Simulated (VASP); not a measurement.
# Li (Fm-3m) in VASP: further runs

The runs below take Li through single point, relaxation of cell and atoms, with PBE.

Program: VASP 6.6.1. These are calculated values, not measurements. Logs are shortened: lines on timing, memory, paths and dates and some standing lists are left out, and cuts for length are marked.

## Step 1: The cell of the first run

It takes space group Fm-3m (No. 225, cubic). Conventional cell: a = 3.812 Å, b = 3.812 Å, c = 3.812 Å, α = 90.00°, β = 90.00°, γ = 90.00°. Li (site symmetry m-3m) has 12 Li at 2.70 Å within 3.6 Å.

This isn't the form of Li at room conditions, which is bcc.

## Step 2: Single point, PBE

File INCAR:

```
SYSTEM = Li
  PREC = Accurate
  ENCUT = 750
  EDIFF = 1E-6
  ISMEAR = 0
  SIGMA = 0.1
  LREAL = .FALSE.
  LASPH = .TRUE.
  NELM = 120
  ALGO = Normal
  ISIF = 2
  LWAVE = .FALSE.
  LCHARG = .TRUE.
  GGA = PE
  LELF = .TRUE.
  LVHAR = .TRUE.
  NBANDS = 8
  GGA_COMPAT = .FALSE.
```

File KPOINTS:

```
Automatic mesh
0
G
  8 8 8
  0 0 0
```

File POSCAR:

```
Li
1.0
    0.0000000000      1.9061199242      1.9061199242
    1.9061199242      0.0000000000      1.9061199242
    1.9061199242      1.9061199242      0.0000000000
Li
1
Direct
    0.0000000000      0.0000000000      0.0000000000
```

Potentials or basis: VASP PAW PBE potentials, release 64 (Li_sv).

Started as:

```sh
$ cat potpaw_PBE.64/Li_sv/POTCAR > POTCAR
$ mpirun -np 1 vasp_std > vasp.out
```

OUTCAR:

```text
SYSTEM = Li
   PREC = Accurate
   ENCUT = 750
   EDIFF = 1E-6
   ISMEAR = 0
   LREAL = .FALSE.
   LASPH = .TRUE.
   NELM = 120
   ISIF = 2
   GGA = PE

 ion  position               nearest neighbor table
   1  0.000  0.000  0.000-

  LATTYP: Found a face centered cubic cell.
 ALAT       =     3.8122398484

  Lattice vectors:

 A1 = (   0.0000000000,   1.9061199242,   1.9061199242)
 A2 = (   1.9061199242,   0.0000000000,   1.9061199242)
 A3 = (   1.9061199242,   1.9061199242,   0.0000000000)

Analysis of symmetry for initial positions (statically):
=====================================================================
 Subroutine PRICEL returns:
 Original cell was already a primitive cell.

 Routine SETGRP: Setting up the symmetry group for a
 face centered cubic supercell.

 Subroutine GETGRP returns: Found 48 space group operations
 (whereof 48 operations were pure point group operations)
 out of a pool of 48 trial point group operations.

The static configuration has the point symmetry O_h .

Analysis of symmetry for dynamics (positions and initial velocities):
=====================================================================
 Subroutine PRICEL returns:
 Original cell was already a primitive cell.

 Routine SETGRP: Setting up the symmetry group for a
 face centered cubic supercell.

 Subroutine GETGRP returns: Found 48 space group operations
 (whereof 48 operations were pure point group operations)
 out of a pool of 48 trial point group operations.

The dynamic configuration has the point symmetry O_h .

 Subroutine INISYM returns: Found 48 space group operations
 (whereof 48 operations are pure point group operations),
 and found     1 'primitive' translations

----------------------------------------------------------------------------------------

                                     Primitive cell

  volume of cell :      13.8510

  direct lattice vectors                    reciprocal lattice vectors
     0.000000000  1.906119924  1.906119924    -0.262312981  0.262312981  0.262312981
     1.906119924  0.000000000  1.906119924     0.262312981 -0.262312981  0.262312981
     1.906119924  1.906119924  0.000000000     0.262312981  0.262312981 -0.262312981

  length of vectors
     2.695660648  2.695660648  2.695660648     0.454339411  0.454339411  0.454339411

  position of ions in fractional coordinates (direct lattice)
     0.000000000  0.000000000  0.000000000

  ion indices of the primitive-cell ions
   primitive index   ion index
                 1           1

----------------------------------------------------------------------------------------

 KPOINTS: Automatic mesh

Automatic generation of k-mesh.
 Grid dimensions read from file:
 generate k-points for:    8    8    8

 Generating k-lattice:

  Cartesian coordinates                     Fractional coordinates (reciprocal lattice)
    -0.032789123  0.032789123  0.032789123     0.125000000  0.000000000  0.000000000
     0.032789123 -0.032789123  0.032789123     0.000000000  0.125000000  0.000000000
     0.032789123  0.032789123 -0.032789123     0.000000000  0.000000000  0.125000000

  Length of vectors
     0.056792426  0.056792426  0.056792426

  Shift w.r.t. Gamma in fractional coordinates (k-lattice)
     0.000000000  0.000000000  0.000000000

 Subroutine IBZKPT returns following result:
 ===========================================

 Found     29 irreducible k-points:

 Following reciprocal coordinates:
            Coordinates               Weight
  0.000000  0.000000  0.000000      1.000000
  0.125000  0.000000  0.000000      8.000000
  0.250000  0.000000  0.000000      8.000000
  0.375000  0.000000  0.000000      8.000000
  0.500000  0.000000  0.000000      4.000000
  0.125000  0.125000  0.000000      6.000000
[... 16 lines left out ...]
  0.500000  0.250000  0.125000     48.000000
 -0.375000  0.250000  0.125000     24.000000
 [... further k-points ...]
   k-points           NKPTS =     29   k-points in BZ     NKDIM =     29   number of bands    NBANDS=      8
   number of dos      NEDOS =    301   number of ions     NIONS =      1
   total plane-waves  NPLWV =  13824
   dimension x,y,z NGX =    24 NGY =   24 NGZ =   24
   dimension x,y,z NGXF=    48 NGYF=   48 NGZF=   48
   ions per type =               1
   NGX,Y,Z   is equivalent  to a cutoff of  14.80, 14.80, 14.80 a.u.
   NGXF,Y,Z  is equivalent  to a cutoff of  29.60, 29.60, 29.60 a.u.
 SYSTEM =  Li
   PREC   = accura    normal or accurate (medium, high low for compatibility)
   ISTART =      0    job   : 0-new  1-cont  2-samecut
   ICHARG =      2    charge: 1-file 2-atom 10-const
   ISPIN  =      1    spin polarized calculation?
   LNONCOLLINEAR =      F non collinear calculations
   LSORBIT =      F    spin-orbit coupling
   LASPH  =      T    aspherical Exc in radial PAW
   ENCUT  =  750.0 eV  55.12 Ry    7.42 a.u.   6.02  6.02  6.02*2*pi/ulx,y,z
   NELM   =    120;   NELMIN=  2; NELMDL= -5     # of ELM steps
   EDIFF  = 0.1E-05   stopping-criterion for ELM
   LREAL  =      F    real-space projection
   EDIFFG = 0.1E-04   stopping-criterion for IOM
   NSW    =      0    number of steps for IOM
   IBRION =     -1    ionic relax: 0-MD 1-quasi-New 2-CG
   NFREE  =      0    steps in history (QN), initial steepest desc. (CG)
   ISIF   =      2    stress and relaxation
   ISYM   =      2    0-nonsym 1-usesym 2-fastsym
   POTIM  = 0.5000    time-step for ionic-motion
   TEBEG  =    0.0;   TEEND  =   0.0 temperature during run
   PSTRESS=    0.0 pullay stress
   NELECT =       3.0000    total number of electrons
   NUPDOWN=      -1.0000    fix difference up-down
   EMIN   =  10.00;   EMAX   =-10.00  energy-range for DOS
   EFERMI =   0.00;   METHOD = LEGACY
   ISMEAR =     0;   SIGMA  =   0.10  broadening in eV -4-tet -1-fermi 0-gaus
   EFERMI_NEDOS =   21; number of points for ismear=-14 and -15
   IALGO  =     38    algorithm
   IMIX   =      4    mixing-type and parameters
     AMIX     =   0.40;   BMIX     =  1.00
     AMIX_MAG =   1.60;   BMIX_MAG =  1.00
  volume/ion in A,a.u.               =      13.85        93.47
  Fermi-wavevector in a.u.,A,eV,Ry     =   0.983154  1.857892 13.151289  0.966592
  Thomas-Fermi vector in A             =   2.114291
   LORBIT       =      0    0 simple, 1 ext, 2 COOP (PROOUT), +10 PAW based schemes
   GGA     = PE    functional components
   LHFCALC =     F    Hartree Fock is set to
   AEXX    =    0.0000 exact exchange contribution
   IVDW    =     0    specifies the selected vdW correction
   LEPSILON=     F    determine dielectric tensor
   LRPA    =     F    only Hartree local field effects (RPA)
 non-spin polarized calculation
 Gauss-broadening in eV      SIGMA  =   0.10
  energy-cutoff  :      750.00
  volume of cell :       13.85
 maximum number of plane-waves:       660
   NGX = 13   NGY = 13   NGZ = 13

 number of electron       3.0000000 magnetization

 Free energy of the ion-electron system (eV)
  ---------------------------------------------------
  ext. energy  EPLUGINS =         0.00000000
  ---------------------------------------------------
  free energy    TOTEN  =        -1.75135991 eV

  energy without entropy =       -1.74939846  energy(sigma->0) =       -1.75037918

 E-fermi :   1.7125     XC(G=0):  -8.0421

 val. band max:        1.6676712840   @ k =   0.5000   0.0000   0.0000
 cond. band min:       1.7569783491   @ k =   0.3750   0.3750   0.0000
 fundamental gap:      0.0893070651
 Fermi energy:         1.7124515879

 k-point     1 :       0.0000    0.0000    0.0000
  band No.  band energies     occupation
      1     -44.0795      2.00000
      2      -2.1148      2.00000
      3      20.6266      0.00000
      4      20.6266      0.00000
      5      20.6266      0.00000
      6      25.1649      0.00000
      7      25.1649      0.00000
      8      25.1649      0.00000

 k-point     2 :       0.1250    0.0000    0.0000
  band No.  band energies     occupation
      1     -44.0685      2.00000
      2      -1.8066      2.00000
      3      17.2201      0.00000
      4      19.8855      0.00000
      5      19.8855      0.00000
      6      24.3114      0.00000
      7      26.4497      0.00000
      8      26.4497      0.00000

 k-point     3 :       0.2500    0.0000    0.0000
  band No.  band energies     occupation
      1     -44.0418      2.00000
      2      -0.8818      2.00000
      3      12.3013      0.00000
      4      18.9275      0.00000
      5      18.9275      0.00000
      6      24.9408      0.00000
      7      25.8088      0.00000
      8      25.8088      0.00000

 k-point     4 :       0.3750    0.0000    0.0000
  band No.  band energies     occupation
      1     -44.0151      2.00000
      2       0.5740      2.00000
      3       8.2706      0.00000
      4      18.4517      0.00000
      5      18.4517      0.00000
      6      23.7741      0.00000
      7      23.7741      0.00000
      8      24.1420      0.00000

 k-point     5 :       0.5000    0.0000    0.0000
  band No.  band energies     occupation
      1     -44.0040      2.00000
      2       1.6677      1.47346
      3       6.3003      0.00000
      4      18.3511      0.00000
      5      18.3511      0.00000
      6      22.9842      0.00000
      7      22.9842      0.00000
      8      23.6792      0.00000

 k-point     6 :       0.1250    0.1250    0.0000
  band No.  band energies     occupation
      1     -44.0648      2.00000
      2      -1.7001      2.00000
      3      18.0856      0.00000
      4      18.0856      0.00000
      5      20.7901      0.00000
      6      21.1155      0.00000
      7      25.2363      0.00000
      8      28.6162      0.00000

 k-point     7 :       0.2500    0.1250    0.0000
  band No.  band energies     occupation
      1     -44.0435      2.00000
      2      -0.9678      2.00000
      3      13.9775      0.00000
      4      16.7949      0.00000
      5      20.1454      0.00000
      6      21.1558      0.00000
      7      23.3717      0.00000
      8      29.6671      0.00000
[... 133 lines left out ...]
 k-point    20 :      -0.3750    0.3750    0.0000
  band No.  band energies     occupation
      1     -43.9823      2.00000
      2       4.9909      0.00000
      3       5.6320      0.00000
      4      10.6501      0.00000
      5      13.9634      0.00000
      6      20.4038      0.00000
      7      25.6579      0.00000
      8      33.5743      0.00000

 k-point    21 :       0.5000    0.5000    0.0000
  band No.  band energies     occupation
      1     -43.9805      2.00000
      2       3.7174      0.00000
      3       8.1362      0.00000
      4      12.7551      0.00000
      5      12.7551      0.00000
      6      15.3122      0.00000
      7      23.1351      0.00000
      8      40.4433      0.00000

 k-point    22 :       0.3750    0.2500    0.1250
  band No.  band energies     occupation
      1     -44.0222      2.00000
      2      -0.0007      2.00000
      3      11.9051      0.00000
      4      14.2808      0.00000
      5      18.0039      0.00000
      6      22.3908      0.00000
      7      22.4107      0.00000
      8      29.1646      0.00000

 k-point    23 :       0.5000    0.2500    0.1250
  band No.  band energies     occupation
      1     -44.0009      2.00000
      2       1.5829      1.93301
      3       8.4344      0.00000
      4      13.2381      0.00000
      5      16.2586      0.00000
      6      21.7544      0.00000
      7      25.5066      0.00000
      8      28.5414      0.00000

 k-point    24 :      -0.3750    0.2500    0.1250
  band No.  band energies     occupation
      1     -43.9921      2.00000
      2       2.9367      0.00000
      3       6.2976      0.00000
      4      13.0351      0.00000
      5      15.6210      0.00000
      6      21.4828      0.00000
      7      26.7026      0.00000
      8      30.7906      0.00000

 [... further k-points ...]

------------------------ aborting loop because EDIFF is reached ----------------------------------------

  FORCE on cell =-STRESS in cart. coord.  units (eV):
  Direction    XX          YY          ZZ          XY          YZ          ZX
  --------------------------------------------------------------------------------------
  -------------------------------------------------------------------------------------
  Total        0.8378565      0.8378565      0.8378565      0.0000000      0.0000000     -0.0000000
  in kB       96.9169171     96.9169171     96.9169171      0.0000000      0.0000000     -0.0000000
  external PRESSURE =      96.9169171 kB  Pullay stress =       0.0000000 kB

 VOLUME and BASIS-vectors are now :
 -----------------------------------------------------------------------------
  energy-cutoff  :      750.00
  volume of cell :       13.85
      direct lattice vectors                 reciprocal lattice vectors
     0.000000000  1.906119924  1.906119924    -0.262312981  0.262312981  0.262312981
     1.906119924  0.000000000  1.906119924     0.262312981 -0.262312981  0.262312981
     1.906119924  1.906119924  0.000000000     0.262312981  0.262312981 -0.262312981

 POSITION                                       TOTAL-FORCE (eV/Angst)
 -----------------------------------------------------------------------------------
      0.00000      0.00000      0.00000        -0.000000     -0.000000      0.000000
 -----------------------------------------------------------------------------------
    total drift:                                0.000000      0.000000     -0.000000

  FREE ENERGIE OF THE ION-ELECTRON SYSTEM (eV)
  ---------------------------------------------------
  free  energy   TOTEN  =        -1.7513599052 eV

  energy  without entropy=       -1.7493984611  energy(sigma->0) =       -1.75037918
```

Wall time 5.3 s (1 thread of Intel Xeon 8259CL, shared host); peak memory 0.13 GiB.

Results:

```
Free energy            : -1.7514 eV
Pressure               : 9.7 GPa
Band gap on the k mesh : zero (an odd number of electrons rules out a gap without spin polarisation)
```

Caveat: the cell stands under pressure.

## Step 3: Single point, PBE

This run uses another cell than the first one, of 19.79 Å³/atom.

File INCAR:

```
SYSTEM = Li
ALGO = Normal
EDIFF = 1E-6
ENCUT = 750
GGA = PE
GGA_COMPAT = .False.
ISIF = 2
ISMEAR = 0
LASPH = .True.
LCHARG = .False.
LREAL = .False.
LWAVE = .False.
NBANDS = 8
NELM = 120
PREC = Accurate
SIGMA = 0.1
```

File KPOINTS:

```
k-points
0
Gamma
  8 8 8
  0 0 0
```

File POSCAR:

```
Li
1.0
    0.0000000000      2.1468618015      2.1468618015
    2.1468618015      0.0000000000      2.1468618015
    2.1468618015      2.1468618015      0.0000000000
Li
1
Direct
    0.0000000000      0.0000000000      0.0000000000
```

Potentials or basis: VASP PAW PBE potentials, release 64 (Li_sv).

Started as:

```sh
$ cat potpaw_PBE.64/Li_sv/POTCAR > POTCAR
$ mpirun -np 1 vasp_std > vasp.out
```

OUTCAR:

```text
SYSTEM = Li
   EDIFF = 1E-6
   ENCUT = 750
   GGA = PE
   ISIF = 2
   ISMEAR = 0
   LASPH = .True.
   LREAL = .False.
   NELM = 120
   PREC = Accurate

 ion  position               nearest neighbor table
   1  0.000  0.000  0.000-

  LATTYP: Found a face centered cubic cell.
 ALAT       =     4.2937236030

  Lattice vectors:

 A1 = (   0.0000000000,   2.1468618015,   2.1468618015)
 A2 = (   2.1468618015,   0.0000000000,   2.1468618015)
 A3 = (   2.1468618015,   2.1468618015,   0.0000000000)

Analysis of symmetry for initial positions (statically):
=====================================================================
 Subroutine PRICEL returns:
 Original cell was already a primitive cell.

 Routine SETGRP: Setting up the symmetry group for a
 face centered cubic supercell.

 Subroutine GETGRP returns: Found 48 space group operations
 (whereof 48 operations were pure point group operations)
 out of a pool of 48 trial point group operations.

The static configuration has the point symmetry O_h .

Analysis of symmetry for dynamics (positions and initial velocities):
[... 158 lines left out ...]

 val. band max:        0.5060870795   @ k =   0.3750   0.3750   0.0000
 cond. band min:       0.6653842806   @ k =   0.5000   0.0000   0.0000
 fundamental gap:      0.1592972010
 Fermi energy:         0.5350378691

 k-point     1 :       0.0000    0.0000    0.0000
  band No.  band energies     occupation
      1     -45.7869      2.00000
      2      -2.9112      2.00000
      3      15.2888      0.00000
      4      15.2888      0.00000
      5      15.2889      0.00000
      6      19.2085      0.00000
      7      19.2085      0.00000
      8      19.2086      0.00000
[... 243 lines left out ...]
 k-point    24 :      -0.3750    0.2500    0.1250
  band No.  band energies     occupation
      1     -45.7639      2.00000
      2       1.6619      0.00000
      3       3.9349      0.00000
      4       9.5777      0.00000
      5      11.0424      0.00000
      6      16.1673      0.00000
      7      20.1019      0.00000
      8      23.4204      0.00000

 [... further k-points ...]

------------------------ aborting loop because EDIFF is reached ----------------------------------------

  FORCE on cell =-STRESS in cart. coord.  units (eV):
  Direction    XX          YY          ZZ          XY          YZ          ZX
  --------------------------------------------------------------------------------------
  -------------------------------------------------------------------------------------
  Total        0.0296480      0.0296480      0.0296480     -0.0000000     -0.0000000     -0.0000000
  in kB        2.4002927      2.4002927      2.4002927     -0.0000000     -0.0000000     -0.0000000
  external PRESSURE =       2.4002927 kB  Pullay stress =       0.0000000 kB

 VOLUME and BASIS-vectors are now :
 -----------------------------------------------------------------------------
  energy-cutoff  :      750.00
  volume of cell :       19.79
      direct lattice vectors                 reciprocal lattice vectors
     0.000000000  2.146861802  2.146861802    -0.232898084  0.232898084  0.232898084
     2.146861802  0.000000000  2.146861802     0.232898084 -0.232898084  0.232898084
     2.146861802  2.146861802  0.000000000     0.232898084  0.232898084 -0.232898084

 POSITION                                       TOTAL-FORCE (eV/Angst)
 -----------------------------------------------------------------------------------
      0.00000      0.00000      0.00000        -0.000000      0.000000     -0.000000
 -----------------------------------------------------------------------------------
    total drift:                               -0.000000     -0.000000     -0.000000

  FREE ENERGIE OF THE ION-ELECTRON SYSTEM (eV)
  ---------------------------------------------------
  free  energy   TOTEN  =        -1.9024494210 eV

  energy  without entropy=       -1.9010150803  energy(sigma->0) =       -1.90173225
```

OSZICAR:

```text
N       E                     dE             d eps       ncg     rms          rms(c)
DAV:   1     0.356621481084E+00    0.35662E+00   -0.87000E+02   464   0.321E+02
DAV:   2    -0.184765766965E+01   -0.22043E+01   -0.20985E+01   640   0.400E+01
DAV:   3    -0.190316268103E+01   -0.55505E-01   -0.55504E-01   592   0.477E+00
DAV:   4    -0.190393301168E+01   -0.77033E-03   -0.77033E-03   688   0.491E-01
DAV:   5    -0.190394533942E+01   -0.12328E-04   -0.12328E-04   600   0.362E-02    0.212E-01
DAV:   6    -0.190297207637E+01    0.97326E-03   -0.31150E-04   736   0.692E-02    0.121E-01
DAV:   7    -0.190244999209E+01    0.52208E-03   -0.73407E-04   728   0.104E-01    0.286E-02
DAV:   8    -0.190244942102E+01    0.57107E-06   -0.48286E-06   536   0.183E-02
   1 F= -.19024494E+01 E0= -.19017323E+01  d E =-.143434E-02
```

stdout:

```text
POSCAR found type information on POSCAR Li
 POSCAR found :  1 types and       1 ions
 scaLAPACK will be used
 LDA part: xc-table for (Slater+PW92), standard interpolation
 POSCAR, INCAR and KPOINTS ok, starting setup
 FFT: planning ... GRIDC
 FFT: planning ... GRID_SOFT
 FFT: planning ... GRID
 WAVECAR not read
 entering main loop
```

Run time: 9.8 s. Hardware: 1 thread of Intel Xeon 8259CL, shared host; peak memory 0.14 GiB.

What came out:

- Free energy: -1.9024 eV
- Pressure: 0.2 GPa
- Band gap on the k mesh: zero (an odd number of electrons rules out a gap without spin polarisation)

(Part 1 of 2 ends here.)
